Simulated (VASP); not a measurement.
## As: single point with PBEsol

As:

```xyz
2
Lattice="2.2782 0.0000 0.0000 -1.1391 1.9730 0.0000 0.0000 0.0000 3.5208" Properties=species:S:1:pos:R:3 pbc="T T T"
As    0.0000    1.3153    0.8802
As    1.1391    0.6577    2.6406
```

This isn't the form of As at room conditions, which is rhombohedral.

- Program: VASP 6.6.1
- Task: single point
- Functional: PBEsol
- Potentials or basis: VASP PAW PBE potentials, release 64 (As_d)
- Cutoff: 510 eV
- k mesh: 14 × 14 × 8
- Occupations: fermi-dirac, width 0.08 eV
- Spin: no spin polarisation

```yaml
Pressure: 470.9 GPa
Band_gap_on_the_k_mesh: zero (bands 15 and 16 overlap by 20.32 eV)
```

Stress tensor (GPa, compression positive):
```
471.12   0.00   0.00
  0.00 471.12   0.00
  0.00   0.00 470.50
```

Levels at points of the mesh, in eV from the Fermi level:
```tsv
k point	band 12	band 13	band 14	band 15	band 16	band 17	band 18	band 19
(0.00, 0.00, 0.00)	-15.81	-13.79	8.70	8.70	11.76	11.76	13.49	15.10
(0.50, 0.00, 0.00)	-17.32	-6.87	-5.54	-3.67	-3.48	-0.44	5.49	11.03
(0.00, 0.00, 0.50)	-24.46	0.54	0.54	11.58	11.58	11.58	11.58	14.52
(0.50, 0.00, 0.50)	-15.31	-13.18	-13.18	3.06	3.06	6.95	6.95	8.22
```

Run time: 16 s on 1 thread of Intel(R) Xeon(R) 6975P-C (Granite Rapids), on a shared host, peak memory 0.14 GiB.

Caveat: the cell stands under pressure; the PAW data sets were made with another functional, which shifts forces and pressure a little.
